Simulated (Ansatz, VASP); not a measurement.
Ir in VASP and in Ansatz

```xyz
1
Lattice="0.0024 1.9197 1.9197 1.9197 0.0024 1.9197 1.9221 1.9221 0.0000" Properties=species:S:1:pos:R:3 pbc="T T T"
Ir    0.0000    0.0000    0.0000
```

Change from the starting cell: strain +0.0025 x Voigt [0, 0, 0, 0, 0, 1], atoms carried along.

Alike in both runs: task single point; functional PBE; k mesh 22 × 22 × 22; occupations gaussian, width 0.15 eV; no spin polarisation.

```csv
,VASP,Ansatz
version,VASP 6.6.1,Ansatz 0.2.0
potentials or method,"VASP PAW PBE potentials, release 64 (Ir), cutoff 520 eV","scalar-relativistic, plane waves, PAW"
valence electrons in the cell,9,17
```

```tsv
	VASP	Ansatz	Ansatz less VASP
gap on the k mesh at the Fermi level (eV)	none	none	-
pressure (GPa)	9.6	9.1	-0.50
traceless stress, the component that is largest in VASP (GPa)	-0.70	-0.70	-0.001
```

A gap of «none» marks a metal or a gap that the smearing closes. With one functional, cell and mesh, what is left measures potentials, basis and numerics. VASP's potentials hold 9 valence electrons a cell and Ansatz's 17, so a difference there can come from the potentials and not from the codes.

Neither program's run includes spin-orbit coupling.
